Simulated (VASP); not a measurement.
As, 2 atoms in the cell. The cell holds a slab with vacuum, 2 atoms: a = 3.350 Å, b = 3.350 Å, c = 28.000 Å, α = 90.00°, β = 90.00°, γ = 120.00°. 

- Program: VASP 6.6.1
- Task: single point
- Functional: LDA
- Potentials or basis: VASP PAW LDA potentials, release 64 (As_d)
- Cutoff: 400 eV
- k mesh: 9 × 9 × 1
- Occupations: gaussian, width 0.02 eV
- Spin: no spin polarisation
- Dipole correction: yes
- Further INCAR settings: ALGO = Normal; EDIFF = 1e-06; NBANDS = 22; NELMDL = -8

Potentials or basis: VASP PAW LDA potentials, release 64 (As_d).

Command:

```sh
$ cat potpaw_LDA.64/As_d/POTCAR > POTCAR
$ mpirun -np 1 vasp_std > vasp.out
```

Hardware: 1 thread of Intel(R) Xeon(R) Platinum 8375C CPU @ 2.90GHz (Ice Lake) (shared host).

Task: Estimate the wall time of this run.

Result: Run time: 54 s on 1 thread of Intel(R) Xeon(R) Platinum 8375C CPU @ 2.90GHz (Ice Lake) (shared host), peak memory 0.25 GiB. Counts: scf iterations 20, k points 12.
